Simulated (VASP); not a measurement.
Runs of VASP 6.6.1 on BP. The structure is that of space group I-4m2 (No. 119), or close to it. The cells are those of the table. 

| cell | gap on the mesh (eV) | pressure (GPa) |
| --- | --- | --- |
| a = 3.219, b = 3.219, c = 2.952 Å, angles 62.7, 62.7, 54.6°, 2 atoms | none | 16.7 |
| a = 3.017, b = 3.017, c = 3.080 Å, angles 59.3, 59.3, 61.4°, 2 atoms | 0.51 | (b) |
| a = 3.279, b = 3.279, c = 3.080 Å, angles 62.0, 62.0, 56.0°, 2 atoms | 0.49 | 0.1 |
| a = 3.211, b = 3.211, c = 3.080 Å, angles 61.3, 61.3, 57.3°, 2 atoms | (c) | 7.0 |
| a = 3.151, b = 3.151, c = 3.337 Å, angles 58.0, 58.0, 64.0°, 2 atoms | none | -0.1 |
| a = 3.083, b = 3.083, c = 2.952 Å, angles 61.4, 61.4, 57.2°, 2 atoms | 0.51 | (a) |
| a = 3.151, b = 3.151, c = 2.952 Å, angles 62.1, 62.1, 55.9°, 2 atoms | 0.24 | 26.0 |
| a = 3.083, b = 3.083, c = 3.209 Å, angles 58.6, 58.6, 62.7°, 2 atoms | none | 15.5 |

Alike in all rows: task single point; level r2SCAN; potentials or basis VASP PAW PBE potentials, release 64 (B, P); no spin polarisation; k mesh 10 × 10 × 10; cutoff (eV) 520; smearing gaussian 0.05 eV.

**Question.** Estimate the missing entries.

**Answer.** (a) 37.1; (b) 36.8; (c) 0.74.

Caveats: semilocal functionals underestimate gaps, and a narrow one can read as zero; the PAW data sets were made with another functional, which shifts forces and pressure a little; the stress differs along the axes, from -24 to 37 GPa (at least some runs); the stress differs along the axes, from 32 to 46 GPa (at least some runs); the stress differs along the axes, from -26 to 13 GPa (at least some runs); the stress differs along the axes, from -11 to 16 GPa (at least some runs); the stress differs along the axes, from -10 to 20 GPa (at least some runs).

A k mesh can miss the band edges.

A gap of «none» marks levels without a gap at the run's occupations.
